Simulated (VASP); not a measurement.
# Li3Si2N (P-3m1) in VASP: further runs

The runs below take Li3Si2N through single point, relaxation of cell and atoms, with PBE.

Program: VASP 6.6.1. These are calculated values, not measurements. Logs are shortened: lines on timing, memory, paths and dates and some standing lists are left out, and cuts for length are marked.

### 1 The cell of the first run

The structure is trigonal, space group P-3m1 (No. 164). Conventional cell: a = 2.710 Å, b = 2.710 Å, c = 11.889 Å, α = 90.00°, β = 90.00°, γ = 120.00°. Within 2.6 Å of Li (site symmetry 3m) lie 3 N at 1.98 Å. Li (site symmetry -3m) has 6 Si at 2.70 Å and 6 Li at 2.71 Å within 3.6 Å. Within 3.6 Å of Si (site symmetry 3m) lie 6 Li at 2.70 to 2.98 Å and 6 Si at 2.71 Å. Within 2.6 Å of N (site symmetry -3m) lie 6 Li at 1.98 Å.

The cell was generated, and may not be a known phase.

### 2 Single point, PBE

Contents of INCAR:

```
PREC = Accurate
ENCUT = 520
EDIFF = 1E-7
ISMEAR = 0
SIGMA = 0.1
LREAL = F
LASPH = T
NELM = 80
ALGO = Normal
ISIF = 2
LWAVE = F
LCHARG = T
GGA = PE
LELF = T
LVHAR = T
NBANDS = 20
```

Contents of KPOINTS:

```
regular mesh
0
Gamma
  18 18 4
```

Contents of POSCAR:

```
Li3Si2N
1.0
    2.7099830211      0.0000000000      0.0000000000
   -1.3549915105      2.3469141401      0.0000000000
    0.0000000000      0.0000000000     11.8894410493
Li Si N
3 2 1
Direct
    0.6666666667      0.3333333333      0.8979698140
    0.3333333333      0.6666666667      0.1020301860
    0.0000000000      0.0000000000      0.5000000000
    0.6666666667      0.3333333333      0.3148714158
    0.3333333333      0.6666666667      0.6851285842
    0.0000000000      0.0000000000      0.0000000000
```

Potentials or basis: VASP PAW PBE potentials, release 64 (Li_sv, Si, N).

Launch:

```console
> cat potpaw_PBE.64/Li_sv/POTCAR potpaw_PBE.64/Si/POTCAR potpaw_PBE.64/N/POTCAR > POTCAR
> mpirun -np 1 vasp_std > vasp.out
```

OUTCAR:

```text
PREC = Accurate
   ENCUT = 520
   EDIFF = 1E-7
   ISMEAR = 0
   LREAL = F
   LASPH = T
   NELM = 80
   ISIF = 2
   GGA = PE

 ion  position               nearest neighbor table
   1  0.667  0.333  0.898-   6 1.98   6 1.98   6 1.98
   2  0.333  0.667  0.102-   6 1.98   6 1.98   6 1.98
   3  0.000  0.000  0.500-   4 2.70   5 2.70   5 2.70   4 2.70   4 2.70   5 2.70
   4  0.667  0.333  0.315-   3 2.70   3 2.70   3 2.70
   5  0.333  0.667  0.685-   3 2.70   3 2.70   3 2.70
   6  0.000  0.000  0.000-   1 1.98   2 1.98   2 1.98   1 1.98   1 1.98   2 1.98

  LATTYP: Found a hexagonal cell.
 ALAT       =     2.7099830211
 C/A-ratio  =     4.3872751072

  Lattice vectors:

 A1 = (   2.7099830211,   0.0000000000,   0.0000000000)
 A2 = (  -1.3549915105,   2.3469141401,   0.0000000000)
 A3 = (   0.0000000000,   0.0000000000,  11.8894410493)

Analysis of symmetry for initial positions (statically):
=====================================================================
 Subroutine PRICEL returns:
 Original cell was already a primitive cell.

 Routine SETGRP: Setting up the symmetry group for a
 hexagonal supercell.

 Subroutine GETGRP returns: Found 12 space group operations
 (whereof 12 operations were pure point group operations)
 out of a pool of 24 trial point group operations.

The static configuration has the point symmetry D_3d.

Analysis of symmetry for dynamics (positions and initial velocities):
=====================================================================
 Subroutine PRICEL returns:
 Original cell was already a primitive cell.

 Routine SETGRP: Setting up the symmetry group for a
 hexagonal supercell.

 Subroutine GETGRP returns: Found 12 space group operations
 (whereof 12 operations were pure point group operations)
 out of a pool of 24 trial point group operations.

The dynamic configuration has the point symmetry D_3d.

 Subroutine INISYM returns: Found 12 space group operations
 (whereof 12 operations are pure point group operations),
 and found     1 'primitive' translations

----------------------------------------------------------------------------------------

                                     Primitive cell

  volume of cell :      75.6180

  direct lattice vectors                    reciprocal lattice vectors
     2.709983021  0.000000000  0.000000000     0.369006002  0.213045715  0.000000000
    -1.354991511  2.346914140  0.000000000     0.000000000  0.426091429  0.000000000
     0.000000000  0.000000000 11.889441049     0.000000000  0.000000000  0.084108243

  length of vectors
     2.709983021  2.709983021 11.889441049     0.426091429  0.426091429  0.084108243

  position of ions in fractional coordinates (direct lattice)
     0.666666667  0.333333333  0.897969814
     0.333333333  0.666666667  0.102030186
     0.000000000  0.000000000  0.500000000
     0.666666667  0.333333333  0.314871416
     0.333333333  0.666666667  0.685128584
     0.000000000  0.000000000  0.000000000

  ion indices of the primitive-cell ions
   primitive index   ion index
                 1           1
                 2           2
                 3           3
                 4           4
                 5           5
                 6           6

----------------------------------------------------------------------------------------

 KPOINTS: regular mesh

Automatic generation of k-mesh.
 Grid dimensions read from file:
 generate k-points for:   18   18    4

 Generating k-lattice:

  Cartesian coordinates                     Fractional coordinates (reciprocal lattice)
     0.020500333  0.011835873  0.000000000     0.055555556 -0.000000000  0.000000000
     0.000000000  0.023671746  0.000000000     0.000000000  0.055555556  0.000000000
     0.000000000  0.000000000  0.021027061     0.000000000  0.000000000  0.250000000

  Length of vectors
     0.023671746  0.023671746  0.021027061

  Shift w.r.t. Gamma in fractional coordinates (k-lattice)
     0.000000000  0.000000000  0.000000000

 Subroutine IBZKPT returns following result:
 ===========================================

 Found    138 irreducible k-points:

 Following reciprocal coordinates:
            Coordinates               Weight
  0.000000  0.000000  0.000000      1.000000
  0.055556 -0.000000  0.000000      6.000000
  0.111111 -0.000000  0.000000      6.000000
  0.166667 -0.000000  0.000000      6.000000
  0.222222 -0.000000  0.000000      6.000000
  0.277778 -0.000000  0.000000      6.000000
[... 16 lines left out ...]
  0.333333  0.111111  0.000000     12.000000
  0.388889  0.111111  0.000000     12.000000
 [... further k-points ...]
   k-points           NKPTS =    138   k-points in BZ     NKDIM =    138   number of bands    NBANDS=     20
   number of dos      NEDOS =    301   number of ions     NIONS =      6
   total plane-waves  NPLWV =  36000
   dimension x,y,z NGX =    20 NGY =   20 NGZ =   90
   dimension x,y,z NGXF=    40 NGYF=   40 NGZF=  180
   ions per type =               3   2   1
   NGX,Y,Z   is equivalent  to a cutoff of  12.27, 12.27, 12.58 a.u.
   NGXF,Y,Z  is equivalent  to a cutoff of  24.54, 24.54, 25.17 a.u.
 SYSTEM =  unknown system
   PREC   = accura    normal or accurate (medium, high low for compatibility)
   ISTART =      0    job   : 0-new  1-cont  2-samecut
   ICHARG =      2    charge: 1-file 2-atom 10-const
   ISPIN  =      1    spin polarized calculation?
   LNONCOLLINEAR =      F non collinear calculations
   LSORBIT =      F    spin-orbit coupling
   LASPH  =      T    aspherical Exc in radial PAW
   ENCUT  =  520.0 eV  38.22 Ry    6.18 a.u.   5.04  5.04 22.11*2*pi/ulx,y,z
   NELM   =     80;   NELMIN=  2; NELMDL= -5     # of ELM steps
   EDIFF  = 0.1E-06   stopping-criterion for ELM
   LREAL  =      F    real-space projection
   EDIFFG = 0.1E-05   stopping-criterion for IOM
   NSW    =      0    number of steps for IOM
   IBRION =     -1    ionic relax: 0-MD 1-quasi-New 2-CG
   NFREE  =      0    steps in history (QN), initial steepest desc. (CG)
   ISIF   =      2    stress and relaxation
   ISYM   =      2    0-nonsym 1-usesym 2-fastsym
   POTIM  = 0.5000    time-step for ionic-motion
   TEBEG  =    0.0;   TEEND  =   0.0 temperature during run
   PSTRESS=    0.0 pullay stress
   NELECT =      22.0000    total number of electrons
   NUPDOWN=      -1.0000    fix difference up-down
   EMIN   =  10.00;   EMAX   =-10.00  energy-range for DOS
   EFERMI =   0.00;   METHOD = LEGACY
   ISMEAR =     0;   SIGMA  =   0.10  broadening in eV -4-tet -1-fermi 0-gaus
   EFERMI_NEDOS =   21; number of points for ismear=-14 and -15
   IALGO  =     38    algorithm
   IMIX   =      4    mixing-type and parameters
     AMIX     =   0.40;   BMIX     =  1.00
     AMIX_MAG =   1.60;   BMIX_MAG =  1.00
  volume/ion in A,a.u.               =      12.60        85.05
  Fermi-wavevector in a.u.,A,eV,Ry     =   1.084777  2.049932 16.010549  1.176742
  Thomas-Fermi vector in A             =   2.220876
   LORBIT       =      0    0 simple, 1 ext, 2 COOP (PROOUT), +10 PAW based schemes
   GGA     = PE    functional components
   LHFCALC =     F    Hartree Fock is set to
   AEXX    =    0.0000 exact exchange contribution
   IVDW    =     0    specifies the selected vdW correction
   LEPSILON=     F    determine dielectric tensor
   LRPA    =     F    only Hartree local field effects (RPA)
 non-spin polarized calculation
 Gauss-broadening in eV      SIGMA  =   0.10
  energy-cutoff  :      520.00
  volume of cell :       75.62
 maximum number of plane-waves:      2062
   NGX = 11   NGY = 11   NGZ = 45

 number of electron      22.0000005 magnetization

 Free energy of the ion-electron system (eV)
  ---------------------------------------------------
  ext. energy  EPLUGINS =         0.00000000
  ---------------------------------------------------
  free energy    TOTEN  =       -23.75188039 eV

  energy without entropy =      -23.74175310  energy(sigma->0) =      -23.74681675

 E-fermi :   4.7666     XC(G=0):  -9.7003

 val. band max:        4.7604092687   @ k =   0.4444   0.1111   0.5000
 cond. band min:       4.7724589897   @ k =   0.3889  -0.0000   0.0000
 fundamental gap:      0.0120497210
 Fermi energy:         4.7665923199

 k-point     1 :       0.0000    0.0000    0.0000
  band No.  band energies     occupation
      1     -41.0756      2.00000
      2     -39.5161      2.00000
      3     -39.4896      2.00000
      4      -9.0106      2.00000
      5      -6.7613      2.00000
      6      -6.6962      2.00000
[... 12 lines left out ...]
     19      16.1982      0.00000
     20      16.9931      0.00000

 k-point     2 :       0.0556   -0.0000    0.0000
  band No.  band energies     occupation
      1     -41.0741      2.00000
      2     -39.5144      2.00000
      3     -39.4882      2.00000
      4      -8.9693      2.00000
      5      -6.6814      2.00000
      6      -6.6152      2.00000
[... 12 lines left out ...]
     19      16.2542      0.00000
     20      17.1044      0.00000

 k-point     3 :       0.1111   -0.0000    0.0000
  band No.  band energies     occupation
      1     -41.0700      2.00000
      2     -39.5092      2.00000
      3     -39.4842      2.00000
      4      -8.8474      2.00000
      5      -6.4420      2.00000
      6      -6.3723      2.00000
[... 12 lines left out ...]
     19      16.1710      0.00000
     20      16.8782      0.00000

 k-point     4 :       0.1667   -0.0000    0.0000
  band No.  band energies     occupation
      1     -41.0637      2.00000
      2     -39.5012      2.00000
      3     -39.4781      2.00000
      4      -8.6505      2.00000
      5      -6.0437      2.00000
      6      -5.9683      2.00000
[... 429 lines left out ...]
 k-point    23 :       0.3333    0.1111    0.0000
  band No.  band energies     occupation
      1     -41.0319      2.00000
      2     -39.4594      2.00000
      3     -39.4489      2.00000
      4      -7.3934      2.00000
      5      -2.6627      2.00000
      6      -2.5359      2.00000
[... 12 lines left out ...]
     19      11.8711      0.00000
     20      13.3111      0.00000

 k-point    24 :       0.3889    0.1111    0.0000
  band No.  band energies     occupation
      1     -41.0280      2.00000
      2     -39.4537      2.00000
      3     -39.4458      2.00000
      4      -7.1904      2.00000
      5      -1.5119      2.00000
      6      -1.3603      2.00000
[... 12 lines left out ...]
     19      11.7384      0.00000
     20      13.5735      0.00000

 [... further k-points ...]
[... 5 lines left out ...]
  --------------------------------------------------------------------------------------
  -------------------------------------------------------------------------------------
  Total       -0.0097798     -0.0097798      0.0224557     -0.0000000     -0.0000000      0.0000000
  in kB       -0.2072117     -0.2072117      0.4757870     -0.0000000     -0.0000000      0.0000000
  external PRESSURE =       0.0204545 kB  Pullay stress =       0.0000000 kB

 VOLUME and BASIS-vectors are now :
 -----------------------------------------------------------------------------
  energy-cutoff  :      520.00
  volume of cell :       75.62
      direct lattice vectors                 reciprocal lattice vectors
     2.709983021  0.000000000  0.000000000     0.369006002  0.213045715  0.000000000
    -1.354991511  2.346914140  0.000000000     0.000000000  0.426091429  0.000000000
     0.000000000  0.000000000 11.889441049     0.000000000  0.000000000  0.084108243

 POSITION                                       TOTAL-FORCE (eV/Angst)
 -----------------------------------------------------------------------------------
      1.35499      0.78230     10.67636        -0.000000      0.000000     -0.022953
     -0.00000      1.56461      1.21308        -0.000000     -0.000000      0.022953
      0.00000      0.00000      5.94472         0.000000      0.000000      0.000000
      1.35499      0.78230      3.74365         0.000000      0.000000     -0.001977
     -0.00000      1.56461      8.14580         0.000000      0.000000      0.001977
      0.00000      0.00000      0.00000         0.000000      0.000000      0.000000
 -----------------------------------------------------------------------------------
    total drift:                                0.000000      0.000000      0.000000

  FREE ENERGIE OF THE ION-ELECTRON SYSTEM (eV)
  ---------------------------------------------------
  free  energy   TOTEN  =       -23.7518803896 eV

  energy  without entropy=      -23.7417531034  energy(sigma->0) =      -23.74681675
```

Wall time 2 min (1 thread of Oxide Virtual Turin-like, shared host); peak memory 0.27 GiB.

What came out:

```
Free energy            : -23.7519 eV
Largest force          : 0.023 eV/Å
Band gap on the k mesh : zero (bands 11 and 12 overlap by 4.13 eV)
```

Forces on the atoms (eV/Å):
```
Li   0.000  0.000 -0.023
Li   0.000  0.000  0.023
Li   0.000  0.000  0.000
Si   0.000  0.000 -0.002
Si   0.000  0.000  0.002
N    0.000  0.000  0.000
```

Caveat: the cutoff is under 1.25 times the usual one of these potentials, so pressure, stress and relaxed cells hold a basis-set (Pulay) error.

(Part 1 of 2 ends here.)

The gap in the log of VASP goes by the Fermi energy; the results here count the filled bands.